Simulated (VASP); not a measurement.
# MgO (P6_3/mmc) in VASP: further runs

The runs below take MgO through single point, with r2SCAN, LDA.

Program: VASP 6.6.1. These are calculated values, not measurements. Logs are shortened: lines on timing, memory, paths and dates and some standing lists are left out, and cuts for length are marked.

**1. The cell of the first run**

Symmetry: P6_3/mmc, No. 194, hexagonal system. The conventional cell has a = 3.484 Å, b = 3.484 Å, c = 4.185 Å, α = 90.00°, β = 90.00°, γ = 120.00°. Mg (site symmetry -6m2) has 5 O at 2.01 to 2.09 Å within 2.7 Å. O (site symmetry -6m2) has 5 Mg at 2.01 to 2.09 Å within 2.7 Å.

**2. Single point, r2SCAN**

POSCAR

```
MgO
1.0
    3.4840197800      0.0000000000      0.0000000000
   -1.7420098900      3.0172496368      0.0000000000
    0.0000000000      0.0000000000      4.1853204555
Mg O
2 2
Direct
    0.3333333333      0.6666666667      0.2500000000
    0.6666666667      0.3333333333      0.7500000000
    0.6666666667      0.3333333333      0.2500000000
    0.3333333333      0.6666666667      0.7500000000
```

INCAR.step1

```
SYSTEM = MgO
PREC = Accurate ; ENCUT = 660
ISMEAR = 0 ; SIGMA = 0.01
LREAL = .FALSE. ; LASPH = .TRUE.
NELM = 120 ; NBANDS = 24
GGA = PE ; ALGO = Normal
EDIFF = 1E-5 ; LWAVE = .TRUE.
LCHARG = .FALSE. ; GGA_COMPAT = .FALSE.
```

INCAR.step2

```
SYSTEM = MgO
PREC = Accurate ; ENCUT = 660
EDIFF = 1E-6 ; ISMEAR = 0
SIGMA = 0.01 ; LREAL = .FALSE.
LASPH = .TRUE. ; NELM = 120
ALGO = Normal ; ISIF = 2
LWAVE = .FALSE. ; LCHARG = .FALSE.
METAGGA = R2SCAN ; LMIXTAU = .TRUE.
NBANDS = 24 ; ISTART = 1
GGA_COMPAT = .FALSE.
```

KPOINTS

```
Automatic mesh
0
G
  12 12 6
  0 0 0
```

Potentials or basis: VASP PAW PBE potentials, release 64 (Mg_sv, O).

On the command line:

```console
> cat potpaw_PBE.64/Mg_sv/POTCAR potpaw_PBE.64/O/POTCAR > POTCAR
> cp INCAR.step1 INCAR
> mpirun -np 1 vasp_std > vasp.out
> cp INCAR.step2 INCAR
> mpirun -np 1 vasp_std > vasp.out
```

OUTCAR:

```text
SYSTEM = MgO
   PREC = Accurate
   ENCUT = 660
   EDIFF = 1E-6
   ISMEAR = 0
   LREAL = .FALSE.
   LASPH = .TRUE.
   NELM = 120
   ISIF = 2
   METAGGA = R2SCAN
   ISTART = 1

 ion  position               nearest neighbor table
   1  0.333  0.667  0.250-   3 2.01   3 2.01   3 2.01   4 2.09   4 2.09
   2  0.667  0.333  0.750-   4 2.01   4 2.01   4 2.01   3 2.09   3 2.09
   3  0.667  0.333  0.250-   1 2.01   1 2.01   1 2.01   2 2.09   2 2.09
   4  0.333  0.667  0.750-   2 2.01   2 2.01   2 2.01   1 2.09   1 2.09

  LATTYP: Found a hexagonal cell.
 ALAT       =     3.4840197800
 C/A-ratio  =     1.2012906699

  Lattice vectors:

 A1 = (   3.4840197800,   0.0000000000,   0.0000000000)
 A2 = (  -1.7420098900,   3.0172496368,   0.0000000000)
 A3 = (   0.0000000000,   0.0000000000,   4.1853204555)

Analysis of symmetry for initial positions (statically):
=====================================================================
 Subroutine PRICEL returns:
 Original cell was already a primitive cell.

 Routine SETGRP: Setting up the symmetry group for a
 hexagonal supercell.

 Subroutine GETGRP returns: Found 24 space group operations
 (whereof 12 operations were pure point group operations)
 out of a pool of 24 trial point group operations.

The static configuration has the point symmetry D_3d.
 The point group associated with its full space group is D_6h.

Analysis of symmetry for dynamics (positions and initial velocities):
=====================================================================
 Subroutine PRICEL returns:
 Original cell was already a primitive cell.

 Routine SETGRP: Setting up the symmetry group for a
 hexagonal supercell.

 Subroutine GETGRP returns: Found 24 space group operations
 (whereof 12 operations were pure point group operations)
 out of a pool of 24 trial point group operations.

The dynamic configuration has the point symmetry D_3d.
 The point group associated with its full space group is D_6h.

 Subroutine INISYM returns: Found 24 space group operations
 (whereof 12 operations are pure point group operations),
 and found     1 'primitive' translations

----------------------------------------------------------------------------------------

                                     Primitive cell

  volume of cell :      43.9967

  direct lattice vectors                    reciprocal lattice vectors
     3.484019780  0.000000000  0.000000000     0.287024777  0.165713832  0.000000000
    -1.742009890  3.017249637  0.000000000     0.000000000  0.331427664  0.000000000
     0.000000000  0.000000000  4.185320456     0.000000000  0.000000000  0.238930331

  length of vectors
     3.484019780  3.484019780  4.185320456     0.331427664  0.331427664  0.238930331

  position of ions in fractional coordinates (direct lattice)
     0.333333333  0.666666667  0.250000000
     0.666666667  0.333333333  0.750000000
     0.666666667  0.333333333  0.250000000
     0.333333333  0.666666667  0.750000000

  ion indices of the primitive-cell ions
   primitive index   ion index
                 1           1
                 2           2
                 3           3
                 4           4

----------------------------------------------------------------------------------------

 KPOINTS: Automatic mesh

Automatic generation of k-mesh.
 Grid dimensions read from file:
 generate k-points for:   12   12    6

 Generating k-lattice:

  Cartesian coordinates                     Fractional coordinates (reciprocal lattice)
     0.023918731  0.013809486  0.000000000     0.083333333  0.000000000  0.000000000
     0.000000000  0.027618972  0.000000000     0.000000000  0.083333333  0.000000000
     0.000000000  0.000000000  0.039821722     0.000000000  0.000000000  0.166666667

  Length of vectors
     0.027618972  0.027618972  0.039821722

  Shift w.r.t. Gamma in fractional coordinates (k-lattice)
     0.000000000  0.000000000  0.000000000

 Subroutine IBZKPT returns following result:
 ===========================================

 Found     76 irreducible k-points:

 Following reciprocal coordinates:
            Coordinates               Weight
  0.000000  0.000000  0.000000      1.000000
  0.083333  0.000000  0.000000      6.000000
  0.166667  0.000000  0.000000      6.000000
  0.250000  0.000000  0.000000      6.000000
  0.333333  0.000000  0.000000      6.000000
  0.416667  0.000000  0.000000      6.000000
[... 16 lines left out ...]
  0.250000  0.000000  0.166667     12.000000
  0.333333  0.000000  0.166667     12.000000
 [... further k-points ...]
   k-points           NKPTS =     76   k-points in BZ     NKDIM =     76   number of bands    NBANDS=     24
   number of dos      NEDOS =    301   number of ions     NIONS =      4
   total plane-waves  NPLWV =  32400
   dimension x,y,z NGX =    30 NGY =   30 NGZ =   36
   dimension x,y,z NGXF=    60 NGYF=   60 NGZF=   72
   ions per type =               2   2
   NGX,Y,Z   is equivalent  to a cutoff of  14.32, 14.32, 14.30 a.u.
   NGXF,Y,Z  is equivalent  to a cutoff of  28.63, 28.63, 28.60 a.u.
 SYSTEM =  MgO
   PREC   = accura    normal or accurate (medium, high low for compatibility)
   ISTART =      1    job   : 0-new  1-cont  2-samecut
   ICHARG =      0    charge: 1-file 2-atom 10-const
   ISPIN  =      1    spin polarized calculation?
   LNONCOLLINEAR =      F non collinear calculations
   LSORBIT =      F    spin-orbit coupling
   LASPH  =      T    aspherical Exc in radial PAW
   ENCUT  =  660.0 eV  48.51 Ry    6.96 a.u.   7.30  7.30  8.77*2*pi/ulx,y,z
   NELM   =    120;   NELMIN=  2; NELMDL=  0     # of ELM steps
   EDIFF  = 0.1E-05   stopping-criterion for ELM
   LREAL  =      F    real-space projection
   EDIFFG = 0.1E-04   stopping-criterion for IOM
   NSW    =      0    number of steps for IOM
   IBRION =     -1    ionic relax: 0-MD 1-quasi-New 2-CG
   NFREE  =      0    steps in history (QN), initial steepest desc. (CG)
   ISIF   =      2    stress and relaxation
   ISYM   =      2    0-nonsym 1-usesym 2-fastsym
   POTIM  = 0.5000    time-step for ionic-motion
   TEBEG  =    0.0;   TEEND  =   0.0 temperature during run
   PSTRESS=    0.0 pullay stress
   NELECT =      32.0000    total number of electrons
   NUPDOWN=      -1.0000    fix difference up-down
   EMIN   =  10.00;   EMAX   =-10.00  energy-range for DOS
   EFERMI =   0.00;   METHOD = LEGACY
   ISMEAR =     0;   SIGMA  =   0.01  broadening in eV -4-tet -1-fermi 0-gaus
   EFERMI_NEDOS =   21; number of points for ismear=-14 and -15
   IALGO  =     38    algorithm
   IMIX   =      4    mixing-type and parameters
     AMIX     =   0.40;   BMIX     =  1.00
     AMIX_MAG =   1.60;   BMIX_MAG =  1.00
  volume/ion in A,a.u.               =      11.00        74.23
  Fermi-wavevector in a.u.,A,eV,Ry     =   1.472260  2.782169 29.491318  2.167551
  Thomas-Fermi vector in A             =   2.587297
   LORBIT       =      0    0 simple, 1 ext, 2 COOP (PROOUT), +10 PAW based schemes
   METAGGA = R2SCAN    functional components
   LHFCALC =     F    Hartree Fock is set to
   AEXX    =    0.0000 exact exchange contribution
   IVDW    =     0    specifies the selected vdW correction
   LEPSILON=     F    determine dielectric tensor
   LRPA    =     F    only Hartree local field effects (RPA)
 non-spin polarized calculation
 Gauss-broadening in eV      SIGMA  =   0.01
  energy-cutoff  :      660.00
  volume of cell :       44.00
 maximum number of plane-waves:      1716
 NGX is ok and might be reduce to    30
   NGX = 15   NGY = 15   NGZ = 17

 number of electron      32.0000013 magnetization

 Free energy of the ion-electron system (eV)
  ---------------------------------------------------
  ext. energy  EPLUGINS =         0.00000000
  ---------------------------------------------------
  free energy    TOTEN  =       -32.09697291 eV

  energy without entropy =      -32.09697291  energy(sigma->0) =      -32.09697291

 E-fermi :   1.4144     XC(G=0): -10.9382

 val. band max:        1.3686758584   @ k =   0.0000   0.0000   0.0000
 cond. band min:       5.4745268540   @ k =   0.0000   0.0000   0.0000
 fundamental gap:      4.1058509957
 Fermi energy:         1.4143849603

 k-point     1 :       0.0000    0.0000    0.0000
  band No.  band energies     occupation
      1     -73.5385      2.00000
      2     -73.5267      2.00000
      3     -38.6948      2.00000
      4     -38.6767      2.00000
      5     -38.6767      2.00000
      6     -38.6501      2.00000
[... 16 lines left out ...]
     23      18.1093      0.00000
     24      18.2582      0.00000

 k-point     2 :       0.0833    0.0000    0.0000
  band No.  band energies     occupation
      1     -73.5383      2.00000
      2     -73.5269      2.00000
      3     -38.6938      2.00000
      4     -38.6774      2.00000
      5     -38.6773      2.00000
      6     -38.6513      2.00000
[... 16 lines left out ...]
     23      17.7570      0.00000
     24      17.9237      0.00000

 k-point     3 :       0.1667    0.0000    0.0000
  band No.  band energies     occupation
      1     -73.5376      2.00000
      2     -73.5273      2.00000
      3     -38.6903      2.00000
      4     -38.6799      2.00000
      5     -38.6788      2.00000
      6     -38.6555      2.00000
[... 16 lines left out ...]
     23      17.1728      0.00000
     24      17.2937      0.00000
[... 514 lines left out ...]
 k-point    23 :       0.2500    0.0000    0.1667
  band No.  band energies     occupation
      1     -73.5361      2.00000
      2     -73.5285      2.00000
      3     -38.6940      2.00000
      4     -38.6789      2.00000
      5     -38.6704      2.00000
      6     -38.6661      2.00000
[... 16 lines left out ...]
     23      16.8693      0.00000
     24      17.1850      0.00000

 k-point    24 :       0.3333    0.0000    0.1667
  band No.  band energies     occupation
      1     -73.5350      2.00000
      2     -73.5291      2.00000
      3     -38.6962      2.00000
      4     -38.6807      2.00000
      5     -38.6746      2.00000
      6     -38.6645      2.00000
[... 16 lines left out ...]
     23      16.6712      0.00000
     24      16.9907      0.00000

 [... further k-points ...]

------------------------ aborting loop because EDIFF is reached ----------------------------------------

  FORCE on cell =-STRESS in cart. coord.  units (eV):
  Direction    XX          YY          ZZ          XY          YZ          ZX
  --------------------------------------------------------------------------------------
  -------------------------------------------------------------------------------------
  Total       -0.0706450     -0.0706450     -0.0510804     -0.0000000      0.0000000      0.0000000
  in kB       -2.5725935     -2.5725935     -1.8601342     -0.0000000      0.0000000      0.0000000
  external PRESSURE =      -2.3351071 kB  Pullay stress =       0.0000000 kB

 VOLUME and BASIS-vectors are now :
 -----------------------------------------------------------------------------
  energy-cutoff  :      660.00
  volume of cell :       44.00
      direct lattice vectors                 reciprocal lattice vectors
     3.484019780  0.000000000  0.000000000     0.287024777  0.165713832  0.000000000
    -1.742009890  3.017249637  0.000000000     0.000000000  0.331427664  0.000000000
     0.000000000  0.000000000  4.185320456     0.000000000  0.000000000  0.238930331

 POSITION                                       TOTAL-FORCE (eV/Angst)
 -----------------------------------------------------------------------------------
     -0.00000      2.01150      1.04633        -0.000000      0.000000      0.000000
      1.74201      1.00575      3.13899         0.000000     -0.000000      0.000000
      1.74201      1.00575      1.04633         0.000000     -0.000000      0.000000
     -0.00000      2.01150      3.13899        -0.000000      0.000000      0.000000
 -----------------------------------------------------------------------------------
    total drift:                                0.000000     -0.000000      0.000000

  FREE ENERGIE OF THE ION-ELECTRON SYSTEM (eV)
  ---------------------------------------------------
  free  energy   TOTEN  =       -32.0969729140 eV

  energy  without entropy=      -32.0969729140  energy(sigma->0) =      -32.09697291
```

Wall time 2.9 min (1 thread of Intel Xeon 6975P-C (Granite Rapids), shared host); peak memory 0.23 GiB.

Results:

| Quantity | Value |
| --- | --- |
| Free energy | -32.0970 eV |
| Pressure | -0.2 GPa |
| Band gap on the k mesh | 4.11 eV |

Caveat: the PAW data sets were made with another functional, which shifts forces and pressure a little. A k mesh can miss the band edges.

**3. Single point, LDA**

INCAR

```
SYSTEM = MgO
PREC = Accurate
ENCUT = 750
EDIFF = 1E-6
ISMEAR = 0
SIGMA = 0.01
LREAL = .False.
LASPH = .True.
NELM = 120
ALGO = Normal
ISIF = 2
LWAVE = .False.
LCHARG = .False.
GGA = CA
NBANDS = 24
GGA_COMPAT = .False.
```

KPOINTS

```
Automatic mesh
0
Gamma
  12 12 6
  0 0 0
```

POSCAR is that of step 2.

Potentials or basis: VASP PAW LDA potentials, release 64 (Mg_sv, O).

On the command line:

```console
> cat potpaw_LDA.64/Mg_sv/POTCAR potpaw_LDA.64/O/POTCAR > POTCAR
> mpirun -np 1 vasp_std > vasp.out
```

It took 1.9 min on 1 thread of Intel Xeon Platinum 8259CL at 2.50GHz (Skylake/Cascade Lake), shared host; peak memory 0.23 GiB.

It converged, with:

| Property | Result |
| --- | --- |
| Free energy | -26.1440 eV |
| Pressure | -4.1 GPa |
| Band gap on the k mesh | 3.34 eV |

Stress tensor (GPa, compression positive):
```
-3.85  0.00  0.00
 0.00 -3.85  0.00
 0.00  0.00 -4.48
```

Levels at points of the mesh, in eV from the valence-band top:
| k point | band 13 | band 14 | band 15 | band 16 | band 17 | band 18 | band 19 | band 20 |
| --- | --- | --- | --- | --- | --- | --- | --- | --- |
| (0.00, 0.00, 0.00) | -1.75 | -0.82 | -0.82 | 0.00 | 3.34 | 9.25 | 12.04 | 12.28 |
| (0.50, 0.00, 0.00) | -2.36 | -2.00 | -1.32 | -0.53 | 6.82 | 8.92 | 9.65 | 11.88 |
| (0.00, 0.00, 0.50) | -1.31 | -1.31 | -1.31 | -1.31 | 6.34 | 6.34 | 12.64 | 12.64 |
| (0.50, 0.00, 0.50) | -1.56 | -1.56 | -0.84 | -0.84 | 7.15 | 7.15 | 11.78 | 11.78 |

Caveat: the cell stands under tension.

**4. Single point, LDA**

This run uses another cell than the first one, of 10.67 Å³/atom.

INCAR

```
SYSTEM = MgO
PREC = Accurate ; ENCUT = 750
EDIFF = 1E-6 ; ISMEAR = -1
SIGMA = 0.02 ; LREAL = .False.
LASPH = .True. ; NELM = 120
ALGO = Normal ; ISIF = 2
LWAVE = .False. ; LCHARG = .False.
GGA = CA ; NBANDS = 24
GGA_COMPAT = .False.
```

KPOINTS

```
regular mesh
0
Gamma
  12 12 6
  0 0 0
```

POSCAR

```
MgO
1.0
    3.4511497195      0.0000000000      0.0000000000
   -1.7255748598      2.9887833293      0.0000000000
    0.0000000000      0.0000000000      4.1376089274
Mg O
2 2
Direct
    0.3333333333      0.6666666667      0.2500000000
    0.6666666667      0.3333333333      0.7500000000
    0.6666666667      0.3333333333      0.2500000000
    0.3333333333      0.6666666667      0.7500000000
```

On the command line:

```console
> cat potpaw_LDA.64/Mg_sv/POTCAR potpaw_LDA.64/O/POTCAR > POTCAR
> mpirun -np 1 vasp_std > vasp.out
```

It took 47 s on 1 thread of AMD EPYC 9R45 (Zen 5), shared host; peak memory 0.2 GiB.

It converged, with:

| Item | Value |
| --- | --- |
| Free energy | -26.1535 eV |
| Pressure | 0.1 GPa |
| Band gap on the k mesh | 3.50 eV |

Levels at points of the mesh, in eV from the valence-band top:
| k point | band 14 | band 15 | band 16 | band 17 | band 18 | band 19 |
| --- | --- | --- | --- | --- | --- | --- |
| (0.00, 0.00, 0.00) | -0.86 | -0.86 | 0.00 | 3.50 | 9.51 | 12.30 |
| (0.50, 0.00, 0.00) | -2.04 | -1.37 | -0.54 | 6.91 | 9.24 | 9.75 |
| (0.00, 0.00, 0.50) | -1.36 | -1.36 | -1.36 | 6.51 | 6.51 | 12.83 |
| (0.50, 0.00, 0.50) | -1.61 | -0.88 | -0.88 | 7.26 | 7.26 | 12.12 |

A k mesh can miss the band edges.

**5. Overview**

| level | potentials or basis | cell | cutoff (eV) | smearing | mended | gap on the mesh (eV) | pressure (GPa) |
| --- | --- | --- | --- | --- | --- | --- | --- |
| r2SCAN | VASP PAW PBE potentials, release 64 (Mg_sv, O) | a = 3.484, b = 3.484, c = 4.185 Å, angles 90.0, 90.0, 120.0°, 4 atoms | 660 | gaussian 0.01 eV | - | 4.11 | -0.2 |
| LDA | VASP PAW LDA potentials, release 64 (Mg_sv, O) | a = 3.484, b = 3.484, c = 4.185 Å, angles 90.0, 90.0, 120.0°, 4 atoms | 750 | gaussian 0.01 eV | yes | 3.34 | -4.1 |
| LDA | VASP PAW LDA potentials, release 64 (Mg_sv, O) | a = 3.451, b = 3.451, c = 4.138 Å, angles 90.0, 90.0, 120.0°, 4 atoms | 750 | fermi-dirac 0.02 eV | yes | 3.50 | 0.1 |

Alike in all rows: task single point; no spin polarisation; k mesh 12 × 12 × 6.

Caveats: the PAW data sets were made with another functional, which shifts forces and pressure a little (at least some runs); the cell stands under tension (at least some runs).

Absolute energies hang on the potentials; compare differences alone.
